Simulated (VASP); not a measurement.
Wanted: the native input for a VASP 6.6.1 run.

- Task: electric field gradients
- Functional: PBEsol
- Potentials or basis: VASP PAW PBE potentials, release 64 (Se)
- Cutoff: 520 eV
- k mesh: 6 × 6 × 5
- Occupations: fermi-dirac, width 0.03 eV
- Spin: no spin polarisation
- Dipole correction: no
- Further INCAR settings: ALGO = Normal; EDIFF = 1e-08; NBANDS = 16

The structure of Se lies in POSCAR:

```
Se
1.0
    4.3661999489      0.0436619995      0.0436619995
   -2.1452875738      3.7594090740      0.0159814010
    0.0495360000      0.0495360000      4.9536000000
Se
3
Direct
    0.2254000000      0.0000000000      0.3333333333
    0.0000000000      0.2254000000      0.6666666667
    0.7746000000      0.7746000000      0.0000000000
```

This cell differs from its parent crystal: equal xy, yz and zx shear strains of +2 %.

The input as run:

INCAR

```
SYSTEM = Se
PREC     = Accurate       ! precision mode
ENCUT    = 520            ! plane-wave cutoff, eV
EDIFF    = 1E-8           ! SCF threshold, eV
ISMEAR   = -1             ! smearing method
SIGMA    = 0.03           ! smearing width, eV
LREAL    = .FALSE.        ! projectors in reciprocal space
LASPH    = .TRUE.         ! aspherical terms in the spheres
NELM     = 60             ! most SCF steps
ALGO     = Normal         ! electronic algorithm
ISIF     = 2              ! what is computed and relaxed
LWAVE    = .FALSE.        ! write WAVECAR
LCHARG   = .FALSE.        ! write CHGCAR
GGA      = PS             ! functional
LEFG     = .TRUE.       
NBANDS   = 16             ! bands
```

KPOINTS

```
regular mesh
0
G
  6 6 5
  0 0 0
```

Potentials or basis: VASP PAW PBE potentials, release 64 (Se).

Launch:

```sh
$ cat potpaw_PBE.64/Se/POTCAR > POTCAR
$ mpirun -np 1 vasp_std > vasp.out
```

Results of the run:

| Item | Value |
| --- | --- |
| Pressure | 0.5 GPa |
| Largest force | 0.530 eV/Å |
| Band gap on the k mesh | 1.08 eV, indirect (least direct gap 1.38 eV) |

Caveat: the cell differs from its parent crystal (equal xy, yz and zx shear strains of +2 %); without QUAD_EFG the Cq values of the log hold for a quadrupole moment of 1 mb, not for the nuclei; the PAW data sets were made with another functional, which shifts forces and pressure a little.

Run time: 56 s on 1 thread of Intel(R) Xeon(R) Platinum 8488C (Sapphire Rapids), on a shared host, peak memory 0.24 GiB.
